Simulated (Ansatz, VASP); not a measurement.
Pb in VASP and in Ansatz

```
Pb
1.0
    -2.93567    2.88751    1.58222
     2.88751   -2.93567    1.58222
     3.00549    3.00549   -1.67042
Pb
2
Direct
  0.99768 0.00232 0.00000
  0.75232 0.24768 0.50000
```

Alike in both runs: task single point; functional PBEsol; k mesh 12 × 12 × 8; occupations fermi-dirac, width 0.1 eV; no spin polarisation.

|  | VASP | Ansatz |
| --- | --- | --- |
| version | VASP 6.6.1 | Ansatz 0.2.0 |
| potentials or method | VASP PAW PBE potentials, release 64 (Pb_d), cutoff 520 eV | plane waves (420 eV) with PAW, scalar-relativistic |
| valence electrons in the cell | 28 | 28 |

|  | VASP | Ansatz | Ansatz less VASP |
| --- | --- | --- | --- |
| pressure (GPa) | 7.7 | 7.8 | +0.09 |
| traceless stress, the component that is largest in VASP (GPa) | 0.26 | 0.27 | +0.002 |

VASP's potentials were made for PBE, not for PBEsol, and Ansatz warns of the same on its side. With one functional, cell and mesh, what is left measures potentials, basis and numerics.

Neither program's run includes spin-orbit coupling.
